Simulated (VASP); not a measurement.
Cr:

```xyz
4
Lattice="2.4883 -1.6446 0.0000 2.4883 1.6446 0.0000 0.0000 0.0000 6.7087" Properties=species:S:1:pos:R:3 pbc="T T T"
Cr    2.4883   -1.1512    0.7849
Cr    2.4883   -0.4934    4.1393
Cr    2.4883    1.1512    5.9238
Cr    2.4883    0.4934    2.5694
```

| Item | Value |
| --- | --- |
| Program | VASP 6.6.1 |
| Task | relaxation of cell and atoms |
| Functional | PBE |
| Potentials or basis | VASP PAW PBE potentials, release 64 (Cr_pv) |
| Cutoff | 600 eV |
| k mesh | 6 × 6 × 4 |
| Occupations | gaussian, width 0.1 eV |
| Spin | no spin polarisation |

At the start: pressure -4.6 GPa; volume 13.73 Å³/atom.

**Question.** Where does the relaxation end?

**Answer.** Over 18 steps the energy falls by 978.0 meV/atom and the volume is 11.49 Å³/atom (-16.3 %); space group Im-3m (No. 229, to 0.05 Å).

Step by step:
```
step  energy change (eV)  largest force (eV/Å)  pressure (GPa)  volume (Å³)
   1              0.0000                2.4903           -4.58        54.91
   2             -2.2666                0.8882          -13.61        51.21
   3             -2.5183                1.4712           -7.40        49.37
   4             -3.4280                1.1894           18.47        43.59
   5             -3.4272                1.1653           19.51        43.43
   6             -3.6882                0.3624            6.08        45.19
   7             -3.7327                0.3389            8.71        44.71
   8             -3.8305                0.3159           -2.72        46.55
   9             -3.8307                0.3157           -3.04        46.62
  10             -3.8639                0.2892           -1.24        46.25
  11             -3.8755                0.2663            0.79        45.89
  12             -3.8756                0.2645            1.11        45.85
  13             -3.8860                0.2203           -0.24        46.06
  14             -3.8928                0.1577           -2.19        46.40
  15             -3.9003                0.1263           -1.27        46.22
  16             -3.9087                0.0533            1.49        45.72
  17             -3.9117                0.0219            0.35        45.91
  18             -3.9119                0.0200            0.04        45.96
```

Final structure:
```
CELL_PARAMETERS angstrom
2.00448 -1.41930 0.00000
2.00448 1.41930 0.00000
0.00000 0.00000 8.07717
ATOMIC_POSITIONS crystal
Cr 0.74870 0.25130 0.12493
Cr 0.75130 0.24870 0.62493
Cr 0.25130 0.74870 0.87507
Cr 0.24870 0.75130 0.37507
```

Caveat: the k points lie up to 0.45 Å⁻¹ apart in the final cell; the volume moved by over 15 % at a fixed basis, so the end points are rough; the run has no spin polarisation, though such a crystal can be magnetic.
